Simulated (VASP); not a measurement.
# La3N: single point with PBE

La3N:

```
La N
1.0
     4.54744    0.00000    0.00000
     0.00000    4.54744    0.00000
     0.00000    0.00000    4.54744
La N
3 1
Direct
  0.00000 0.50000 0.50000
  0.50000 0.00000 0.50000
  0.50000 0.50000 0.00000
  0.00000 0.00000 0.00000
```

The cell was generated, and may not be a known phase.

* Program: VASP 6.6.1
* Task: single point
* Functional: PBE
* Potentials or basis: VASP PAW PBE potentials, release 64 (La, N)
* Cutoff: 520 eV
* k mesh: 10 × 10 × 10
* Occupations: gaussian, width 0.1 eV
* Spin: no spin polarisation

* Pressure: 0.0 GPa
* Band gap on the k mesh: zero (bands 19 and 20 overlap by 2.21 eV)

Levels at points of the mesh, in eV from the Fermi level:
```tsv
k point	band 15	band 16	band 17	band 18	band 19	band 20	band 21	band 22	band 23	band 24
(0.00, 0.00, 0.00)	-1.65	-1.65	-1.65	-1.59	-1.59	-1.59	-1.39	-1.39	-0.08	1.41
(0.50, 0.00, 0.00)	-2.30	-2.30	-1.30	-1.25	0.62	0.80	0.89	0.92	1.38	1.38
(0.50, 0.50, 0.00)	-2.33	-2.33	-0.40	-0.40	0.23	1.14	1.15	1.15	1.24	1.74
(0.50, 0.50, 0.50)	-1.65	-1.65	-1.21	-1.21	-1.21	-0.36	1.13	1.37	1.37	1.46
```

It took 8.4 min on 1 thread of Intel Xeon 8259CL, on a shared host, peak memory 0.3 GiB.

Caveat: spin-orbit coupling is left out, which moves the levels of the heavy elements.
